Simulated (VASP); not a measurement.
# Rb3ClO (Pm-3m) in VASP: further runs

Rb3ClO is run at these levels: LDA; tasks: single point.

All numbers are computed with VASP 6.6.1; they aren't measurements. Logs are shortened: lines on timing, memory, paths and dates and some standing lists are left out, and cuts for length are marked.

### Step 1. The cell of the first run

It takes space group Pm-3m (No. 221, cubic). Conventional cell: a = 4.673 Å, b = 4.673 Å, c = 4.673 Å, α = 90.00°, β = 90.00°, γ = 90.00°. Within 3.1 Å of Rb (site symmetry 4/mmm) lie 2 O at 2.34 Å. Within 4.3 Å of Cl (site symmetry m-3m) lie 12 Rb at 3.30 Å and 8 O at 4.05 Å. O (site symmetry m-3m) has 6 Rb at 2.34 Å within 3.1 Å.

### Step 2. Single point, LDA

Input file INCAR:

```
SYSTEM = Rb3ClO
PREC = Accurate
ENCUT = 520
EDIFF = 1E-7
ISMEAR = 0
SIGMA = 0.01
LREAL = .FALSE.
LASPH = .TRUE.
NELM = 100
ALGO = Normal
ISIF = 2
LWAVE = .FALSE.
LCHARG = .TRUE.
LELF = .TRUE.
LVHAR = .TRUE.
NBANDS = 28
```

Input file KPOINTS:

```
regular mesh
0
G
  4 4 4
  0 0 0
```

Input file POSCAR:

```
Rb3ClO
1.0
    4.6733918613      0.0000000000      0.0000000000
    0.0000000000      4.6733918613      0.0000000000
    0.0000000000      0.0000000000      4.6733918613
Rb Cl O
3 1 1
Direct
    0.0000000000      0.0000000000      0.5000000000
    0.0000000000      0.5000000000      0.0000000000
    0.5000000000      0.0000000000      0.0000000000
    0.5000000000      0.5000000000      0.5000000000
    0.0000000000      0.0000000000      0.0000000000
```

Potentials or basis: VASP PAW LDA potentials, release 64 (Rb_sv, Cl, O).

Started as:

```
$ cat potpaw_LDA.64/Rb_sv/POTCAR potpaw_LDA.64/Cl/POTCAR potpaw_LDA.64/O/POTCAR > POTCAR
$ mpirun -np 1 vasp_std > vasp.out
```

OUTCAR:

```text
SYSTEM = Rb3ClO
   PREC = Accurate
   ENCUT = 520
   EDIFF = 1E-7
   ISMEAR = 0
   LREAL = .FALSE.
   LASPH = .TRUE.
   NELM = 100
   ISIF = 2

 ion  position               nearest neighbor table
   1  0.000  0.000  0.500-   5 2.34   5 2.34   4 3.30   2 3.30   2 3.30   3 3.30   3 3.30   2 3.30
                             4 3.30   2 3.30   3 3.30   4 3.30   3 3.30   4 3.30   3 5.72   2 5.72
   2  0.000  0.500  0.000-   5 2.34   5 2.34   4 3.30   1 3.30   1 3.30   4 3.30   1 3.30   3 3.30
                             3 3.30   1 3.30   3 3.30   4 3.30   4 3.30   3 3.30   1 5.72   1 5.72
   3  0.500  0.000  0.000-   5 2.34   5 2.34   4 3.30   1 3.30   1 3.30   4 3.30   2 3.30   4 3.30
                             4 3.30   1 3.30   2 3.30   2 3.30   1 3.30   2 3.30   1 5.72   2 5.72
   4  0.500  0.500  0.500-   1 3.30   2 3.30   3 3.30   2 3.30   3 3.30   1 3.30   3 3.30   3 3.30
                             1 3.30   2 3.30   2 3.30   1 3.30
   5  0.000  0.000  0.000-   1 2.34   2 2.34   3 2.34   1 2.34   2 2.34   3 2.34

  LATTYP: Found a simple cubic cell.
 ALAT       =     4.6733918613

  Lattice vectors:

 A1 = (   4.6733918613,   0.0000000000,   0.0000000000)
 A2 = (   0.0000000000,   4.6733918613,   0.0000000000)
 A3 = (   0.0000000000,   0.0000000000,   4.6733918613)

Analysis of symmetry for initial positions (statically):
=====================================================================
 Subroutine PRICEL returns:
 Original cell was already a primitive cell.

 Routine SETGRP: Setting up the symmetry group for a
 simple cubic supercell.

 Subroutine GETGRP returns: Found 48 space group operations
 (whereof 48 operations were pure point group operations)
 out of a pool of 48 trial point group operations.

The static configuration has the point symmetry O_h .

Analysis of symmetry for dynamics (positions and initial velocities):
=====================================================================
 Subroutine PRICEL returns:
 Original cell was already a primitive cell.

 Routine SETGRP: Setting up the symmetry group for a
 simple cubic supercell.

 Subroutine GETGRP returns: Found 48 space group operations
 (whereof 48 operations were pure point group operations)
 out of a pool of 48 trial point group operations.

The dynamic configuration has the point symmetry O_h .

 Subroutine INISYM returns: Found 48 space group operations
 (whereof 48 operations are pure point group operations),
 and found     1 'primitive' translations

----------------------------------------------------------------------------------------

                                     Primitive cell

  volume of cell :     102.0696

  direct lattice vectors                    reciprocal lattice vectors
     4.673391861  0.000000000  0.000000000     0.213977349  0.000000000  0.000000000
     0.000000000  4.673391861  0.000000000     0.000000000  0.213977349  0.000000000
     0.000000000  0.000000000  4.673391861     0.000000000  0.000000000  0.213977349

  length of vectors
     4.673391861  4.673391861  4.673391861     0.213977349  0.213977349  0.213977349

  position of ions in fractional coordinates (direct lattice)
     0.000000000  0.000000000  0.500000000
     0.000000000  0.500000000  0.000000000
     0.500000000  0.000000000  0.000000000
     0.500000000  0.500000000  0.500000000
     0.000000000  0.000000000  0.000000000

  ion indices of the primitive-cell ions
   primitive index   ion index
                 1           1
                 2           2
                 3           3
                 4           4
                 5           5

----------------------------------------------------------------------------------------

 KPOINTS: regular mesh

Automatic generation of k-mesh.
 Grid dimensions read from file:
 generate k-points for:    4    4    4

 Generating k-lattice:

  Cartesian coordinates                     Fractional coordinates (reciprocal lattice)
     0.053494337  0.000000000  0.000000000     0.250000000  0.000000000  0.000000000
     0.000000000  0.053494337  0.000000000     0.000000000  0.250000000  0.000000000
     0.000000000  0.000000000  0.053494337     0.000000000  0.000000000  0.250000000

  Length of vectors
     0.053494337  0.053494337  0.053494337

  Shift w.r.t. Gamma in fractional coordinates (k-lattice)
     0.000000000  0.000000000  0.000000000

 Subroutine IBZKPT returns following result:
 ===========================================

 Found     10 irreducible k-points:

 Following reciprocal coordinates:
            Coordinates               Weight
  0.000000  0.000000  0.000000      1.000000
  0.250000  0.000000  0.000000      6.000000
  0.500000  0.000000  0.000000      3.000000
  0.250000  0.250000  0.000000     12.000000
  0.500000  0.250000  0.000000     12.000000
  0.500000  0.500000  0.000000      3.000000
  0.250000  0.250000  0.250000      8.000000
  0.500000  0.250000  0.250000     12.000000
  0.500000  0.500000  0.250000      6.000000
  0.500000  0.500000  0.500000      1.000000
   k-points           NKPTS =     10   k-points in BZ     NKDIM =     10   number of bands    NBANDS=     28
   number of dos      NEDOS =    301   number of ions     NIONS =      5
   total plane-waves  NPLWV =  46656
   dimension x,y,z NGX =    36 NGY =   36 NGZ =   36
   dimension x,y,z NGXF=    72 NGYF=   72 NGZF=   72
   ions per type =               3   1   1
   NGX,Y,Z   is equivalent  to a cutoff of  12.81, 12.81, 12.81 a.u.
   NGXF,Y,Z  is equivalent  to a cutoff of  25.61, 25.61, 25.61 a.u.
 SYSTEM =  Rb3ClO
   PREC   = accura    normal or accurate (medium, high low for compatibility)
   ISTART =      0    job   : 0-new  1-cont  2-samecut
   ICHARG =      2    charge: 1-file 2-atom 10-const
   ISPIN  =      1    spin polarized calculation?
   LNONCOLLINEAR =      F non collinear calculations
   LSORBIT =      F    spin-orbit coupling
   LASPH  =      T    aspherical Exc in radial PAW
   ENCUT  =  520.0 eV  38.22 Ry    6.18 a.u.   8.69  8.69  8.69*2*pi/ulx,y,z
   NELM   =    100;   NELMIN=  2; NELMDL= -5     # of ELM steps
   EDIFF  = 0.1E-06   stopping-criterion for ELM
   LREAL  =      F    real-space projection
   EDIFFG = 0.1E-05   stopping-criterion for IOM
   NSW    =      0    number of steps for IOM
   IBRION =     -1    ionic relax: 0-MD 1-quasi-New 2-CG
   NFREE  =      0    steps in history (QN), initial steepest desc. (CG)
   ISIF   =      2    stress and relaxation
   ISYM   =      2    0-nonsym 1-usesym 2-fastsym
   POTIM  = 0.5000    time-step for ionic-motion
   TEBEG  =    0.0;   TEEND  =   0.0 temperature during run
   PSTRESS=    0.0 pullay stress
   NELECT =      40.0000    total number of electrons
   NUPDOWN=      -1.0000    fix difference up-down
   EMIN   =  10.00;   EMAX   =-10.00  energy-range for DOS
   EFERMI =   0.00;   METHOD = LEGACY
   ISMEAR =     0;   SIGMA  =   0.01  broadening in eV -4-tet -1-fermi 0-gaus
   EFERMI_NEDOS =   21; number of points for ismear=-14 and -15
   IALGO  =     38    algorithm
   IMIX   =      4    mixing-type and parameters
     AMIX     =   0.40;   BMIX     =  1.00
     AMIX_MAG =   1.60;   BMIX_MAG =  1.00
  volume/ion in A,a.u.               =      20.41       137.76
  Fermi-wavevector in a.u.,A,eV,Ry     =   1.198016  2.263922 19.527659  1.435242
  Thomas-Fermi vector in A             =   2.333916
   LORBIT       =      0    0 simple, 1 ext, 2 COOP (PROOUT), +10 PAW based schemes
   GGA     = CA    functional components
   LHFCALC =     F    Hartree Fock is set to
   AEXX    =    0.0000 exact exchange contribution
   IVDW    =     0    specifies the selected vdW correction
   LEPSILON=     F    determine dielectric tensor
   LRPA    =     F    only Hartree local field effects (RPA)
 non-spin polarized calculation
 Gauss-broadening in eV      SIGMA  =   0.01
  energy-cutoff  :      520.00
  volume of cell :      102.07
 maximum number of plane-waves:      2800
 NGX is ok and might be reduce to    36
   NGX = 17   NGY = 17   NGZ = 17

 number of electron      40.0000004 magnetization

 Free energy of the ion-electron system (eV)
  ---------------------------------------------------
  ext. energy  EPLUGINS =         0.00000000
  ---------------------------------------------------
  free energy    TOTEN  =       -15.86325240 eV

  energy without entropy =      -15.86325240  energy(sigma->0) =      -15.86325240

 E-fermi :   4.5116     XC(G=0): -10.1008

 val. band max:        4.4204464206   @ k =   0.0000   0.0000   0.0000
 cond. band min:       4.8034252897   @ k =   0.0000   0.0000   0.0000
 fundamental gap:      0.3829788690
 Fermi energy:         4.5115777380

 k-point     1 :       0.0000    0.0000    0.0000
  band No.  band energies     occupation
      1     -23.6083      2.00000
      2     -22.8505      2.00000
      3     -22.8505      2.00000
      4     -13.0098      2.00000
      5     -11.5522      2.00000
      6      -8.8752      2.00000
[... 20 lines left out ...]
     27      10.7997      0.00000
     28      10.7997      0.00000

 k-point     2 :       0.2500    0.0000    0.0000
  band No.  band energies     occupation
      1     -23.5143      2.00000
      2     -22.9441      2.00000
      3     -22.8478      2.00000
      4     -13.0591      2.00000
      5     -11.9464      2.00000
      6      -8.6979      2.00000
[... 20 lines left out ...]
     27       9.6665      0.00000
     28      11.4721      0.00000

 k-point     3 :       0.5000    0.0000    0.0000
  band No.  band energies     occupation
      1     -23.3652      2.00000
      2     -23.0930      2.00000
      3     -22.8450      2.00000
      4     -13.0998      2.00000
      5     -12.2486      2.00000
      6      -8.4279      2.00000
[... 182 lines left out ...]
      3     -23.0779      2.00000
      4     -13.2301      2.00000
      5     -13.0629      2.00000
      6      -8.6107      2.00000
[... 20 lines left out ...]
     27       9.7647      0.00000
     28      10.2394      0.00000

 k-point    10 :       0.5000    0.5000    0.5000
  band No.  band energies     occupation
      1     -23.0735      2.00000
      2     -23.0735      2.00000
      3     -23.0735      2.00000
      4     -13.5149      2.00000
      5     -13.0042      2.00000
      6      -8.8002      2.00000
[... 20 lines left out ...]
     27       9.6978      0.00000
     28      10.9423      0.00000

------------------------ aborting loop because EDIFF is reached ----------------------------------------

  FORCE on cell =-STRESS in cart. coord.  units (eV):
  Direction    XX          YY          ZZ          XY          YZ          ZX
  --------------------------------------------------------------------------------------
  -------------------------------------------------------------------------------------
  Total       13.2639250     13.2639250     13.2639250     -0.0000000     -0.0000000      0.0000000
  in kB      208.2025506    208.2025506    208.2025506     -0.0000000     -0.0000000      0.0000000
  external PRESSURE =     208.2025506 kB  Pullay stress =       0.0000000 kB

 VOLUME and BASIS-vectors are now :
 -----------------------------------------------------------------------------
  energy-cutoff  :      520.00
  volume of cell :      102.07
      direct lattice vectors                 reciprocal lattice vectors
     4.673391861  0.000000000  0.000000000     0.213977349  0.000000000  0.000000000
     0.000000000  4.673391861  0.000000000     0.000000000  0.213977349  0.000000000
     0.000000000  0.000000000  4.673391861     0.000000000  0.000000000  0.213977349

 POSITION                                       TOTAL-FORCE (eV/Angst)
 -----------------------------------------------------------------------------------
      0.00000      0.00000      2.33670         0.000000      0.000000      0.000000
      0.00000      2.33670      0.00000         0.000000      0.000000      0.000000
      2.33670      0.00000      0.00000         0.000000      0.000000      0.000000
      2.33670      2.33670      2.33670         0.000000      0.000000      0.000000
      0.00000      0.00000      0.00000         0.000000      0.000000      0.000000
 -----------------------------------------------------------------------------------
    total drift:                                0.000000      0.000000     -0.000000

  FREE ENERGIE OF THE ION-ELECTRON SYSTEM (eV)
  ---------------------------------------------------
  free  energy   TOTEN  =       -15.8632524021 eV

  energy  without entropy=      -15.8632524021  energy(sigma->0) =      -15.86325240
```

It took 16 s on 1 thread of Intel Xeon 6975P-C (Granite Rapids), shared host; peak memory 0.18 GiB.

What came out:

```yaml
Free_energy: -15.8633 eV
Pressure: 20.8 GPa
Band_gap_on_the_k_mesh: 0.38 eV, direct
```

### Step 3. Single point, LDA

This run uses another cell than the first one, of 23.04 Å³/atom, 1.129 times its volume.

Input file INCAR:

```
SYSTEM = Rb3ClO
ALGO = Normal
EDIFF = 1E-6
ENCUT = 520
ISIF = 2
ISMEAR = 0
LASPH = .True.
LCHARG = .False.
LREAL = .False.
LWAVE = .False.
NBANDS = 28
NELM = 60
PREC = Accurate
SIGMA = 0.01
```

Input file KPOINTS:

```
k-points
0
Gamma
  4 4 4
  0 0 0
```

Edit POSCAR of step 2 so:

```diff
@@ -2,5 +2,5 @@
 1.0
-    4.6733918613      0.0000000000      0.0000000000
-    0.0000000000      4.6733918613      0.0000000000
-    0.0000000000      0.0000000000      4.6733918613
+    4.8661067672      0.0000000000      0.0000000000
+    0.0000000000      4.8661067672      0.0000000000
+    0.0000000000      0.0000000000      4.8661067672
 Rb Cl O
```

Potentials or basis: VASP PAW LDA potentials, release 64 (Rb_sv, Cl, O).

Started as:

```
$ cat potpaw_LDA.64/Rb_sv/POTCAR potpaw_LDA.64/Cl/POTCAR potpaw_LDA.64/O/POTCAR > POTCAR
$ mpirun -np 1 vasp_std > vasp.out
```

Run time: 15 s. Hardware: 1 thread of Intel Xeon 6975P-C (Granite Rapids), shared host; peak memory 0.18 GiB.

Results (log left out):

- Free energy: -17.1097 eV
- Pressure: 10.4 GPa
- Band gap on the k mesh: 0.30 eV, direct

Levels at points of the mesh, in eV from the valence-band top:
| k point | band 16 | band 17 | band 18 | band 19 | band 20 | band 21 | band 22 | band 23 | band 24 | band 25 |
| --- | --- | --- | --- | --- | --- | --- | --- | --- | --- | --- |
| (0.00, 0.00, 0.00) | -5.01 | -5.01 | 0.00 | 0.00 | 0.00 | 0.30 | 1.09 | 1.09 | 2.48 | 2.48 |
| (0.50, 0.00, 0.00) | -5.21 | -5.21 | -1.87 | -0.16 | -0.16 | 2.26 | 2.63 | 2.81 | 3.50 | 4.33 |
| (0.50, 0.50, 0.00) | -5.31 | -5.31 | -2.13 | -2.13 | -0.33 | 4.10 | 4.15 | 4.29 | 4.29 | 4.77 |
| (0.50, 0.50, 0.50) | -5.04 | -5.04 | -2.43 | -2.43 | -2.43 | 2.44 | 3.00 | 3.00 | 3.00 | 5.45 |

### Step 4. Single point, LDA

This run uses another cell than the first one, of 25.25 Å³/atom, 1.237 times its volume.

Input file INCAR:

```
  ALGO = Normal
  EDIFF = 1E-6
  ENCUT = 520
  GGA = CA
  ISIF = 2
  ISMEAR = 0
  LASPH = True
  LCHARG = False
  LREAL = False
  LWAVE = False
  NBANDS = 28
  NELM = 80
  PREC = Accurate
  SIGMA = 0.01
```

Input file KPOINTS:

```
k-points
0
Gamma
  4 4 4
```

Edit POSCAR of step 3 so:

```diff
@@ -2,5 +2,5 @@
 1.0
-    4.8661067672      0.0000000000      0.0000000000
-    0.0000000000      4.8661067672      0.0000000000
-    0.0000000000      0.0000000000      4.8661067672
+    5.0166472254      0.0000000000      0.0000000000
+    0.0000000000      5.0166472254      0.0000000000
+    0.0000000000      0.0000000000      5.0166472254
 Rb Cl O
```

Started as:

```
$ cat potpaw_LDA.64/Rb_sv/POTCAR potpaw_LDA.64/Cl/POTCAR potpaw_LDA.64/O/POTCAR > POTCAR
$ mpirun -np 1 vasp_std > vasp.out
```

Run time: 22 s. Hardware: 1 thread of Intel Xeon 6975P-C (Granite Rapids), shared host; peak memory 0.2 GiB.

It converged, with:

- Free energy: -17.6398 eV
- Pressure: 5.3 GPa
- Band gap on the k mesh: 0.27 eV, direct

Levels at points of the mesh, in eV from the valence-band top:
```
           k point  band 16  band 17  band 18  band 19  band 20  band 21  band 22  band 23  band 24  band 25
(0.00, 0.00, 0.00)    -4.67    -4.67     0.00     0.00     0.00     0.27     1.43     1.43     2.81     2.81
(0.50, 0.00, 0.00)    -4.82    -4.82    -1.56    -0.14    -0.14     2.15     2.62     2.98     3.75     4.56
(0.50, 0.50, 0.00)    -4.94    -4.94    -1.78    -1.78    -0.30     3.92     4.02     4.10     4.10     4.83
(0.50, 0.50, 0.50)    -4.72    -4.72    -2.05    -2.05    -2.05     2.58     3.11     3.11     3.11     5.54
```

### Step 5. Single point, LDA

This run uses another cell than the first one, of 29.31 Å³/atom, 1.436 times its volume.

Input file INCAR:

```
  PREC = Accurate
  ENCUT = 520
  EDIFF = 1E-6
  ISMEAR = 0
  SIGMA = 0.01
  LREAL = False
  LASPH = True
  NELM = 60
  ALGO = Normal
  ISIF = 2
  LWAVE = False
  LCHARG = False
  GGA = CA
  NBANDS = 28
```

Input file KPOINTS:

```
Automatic mesh
0
Gamma
  4 4 4
```

Edit POSCAR of step 4 so:

```diff
@@ -2,5 +2,5 @@
 1.0
-    5.0166472254      0.0000000000      0.0000000000
-    0.0000000000      5.0166472254      0.0000000000
-    0.0000000000      0.0000000000      5.0166472254
+    5.2720872015      0.0000000000      0.0000000000
+    0.0000000000      5.2720872015      0.0000000000
+    0.0000000000      0.0000000000      5.2720872015
 Rb Cl O
```

Started as:

```
$ cat potpaw_LDA.64/Rb_sv/POTCAR potpaw_LDA.64/Cl/POTCAR potpaw_LDA.64/O/POTCAR > POTCAR
$ mpirun -np 1 vasp_std > vasp.out
```

It took 22 s on 1 thread of Intel Xeon 6975P-C (Granite Rapids), shared host; peak memory 0.21 GiB.

Results (log left out):

```
Free energy            : -17.9448 eV
Pressure               : 0.1 GPa
Band gap on the k mesh : 0.26 eV, direct
```

Levels at points of the mesh, in eV from the valence-band top:
```csv
k point,band 17,band 18,band 19,band 20,band 21,band 22,band 23,band 24
"(0.00, 0.00, 0.00)",-4.14,0.00,0.00,0.00,0.26,1.88,1.88,3.24
"(0.50, 0.00, 0.00)",-4.23,-1.17,-0.12,-0.12,2.02,2.52,3.20,4.06
"(0.50, 0.50, 0.00)",-4.32,-1.33,-1.33,-0.25,3.56,3.78,3.78,3.84
"(0.50, 0.50, 0.50)",-4.20,-1.54,-1.54,-1.54,2.75,3.22,3.22,3.22
```

### Step 6. Summary

| cell | gap on the mesh (eV) | pressure (GPa) |
| --- | --- | --- |
| a = 4.673 Å, 5 atoms | 0.38 | 20.8 |
| a = 4.866 Å, 5 atoms | 0.30 | 10.4 |
| a = 5.017 Å, 5 atoms | 0.27 | 5.3 |
| a = 5.272 Å, 5 atoms | 0.26 | 0.1 |

Alike in all rows: task single point; level LDA; potentials or basis VASP PAW LDA potentials, release 64 (Rb_sv, Cl, O); no spin polarisation; k mesh 4 × 4 × 4; cutoff (eV) 520; smearing gaussian 0.01 eV.

Absolute energies hang on the potentials; compare differences alone.
